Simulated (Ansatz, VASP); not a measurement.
**One calculation of C, two programs**

```
C
1.0
     2.52210    0.00000    0.00000
    -1.26105    2.18420    0.00000
     0.00000    0.00000   12.35570
C
12
Cartesian
  1.2611 0.7281 4.3760
  0.0000 1.4561 10.5539
  1.2611 0.7281 1.8018
  0.0000 1.4561 7.9797
  1.2611 0.7281 5.9205
  0.0000 1.4561 12.0983
  1.2611 0.7281 0.2574
  0.0000 1.4561 6.4352
  0.0000 0.0000 10.0390
  0.0000 0.0000 3.8612
  0.0000 0.0000 8.4945
  0.0000 0.0000 2.3167
```

Alike in both runs: functional BLYP; k mesh 12 × 12 × 3; occupations fermi-dirac, width 0.05 eV; no spin polarisation.

```csv
,VASP,Ansatz
version,VASP 6.6.1,Ansatz 0.2.0
potentials or method,"VASP PAW PBE potentials, release 64 (C)",Ansatz PAW
plane-wave cutoff (eV),520,420
valence electrons in the cell,48,48
task,single point,band structure
```

VASP gave:

| Item | Value |
| --- | --- |
| gap on the k mesh at the Fermi level (eV) | 4.68 |
| least direct gap on the mesh (eV) | 5.46 |
| pressure (GPa) | 12.1 |
| traceless stress, the component that is largest in VASP (GPa) | 5.49 |
| rms of the force components (eV/Å) | 0.152 |

Q: Which values does Ansatz return?

A: gap on the k mesh at the Fermi level (eV): 4.68; least direct gap on the mesh (eV): 5.45; pressure (GPa): 11.3; traceless stress, the component that is largest in VASP (GPa): 5.50; rms of the force components (eV/Å): 0.152.

VASP's potentials were made for PBE, not for BLYP. Atom by atom the forces differ by 0.001 eV/Å (rms over components). The functional is the same, so the differences come from potentials, cutoffs and numerics.

Noted on Ansatz's run: Pulay correction over one GPa.
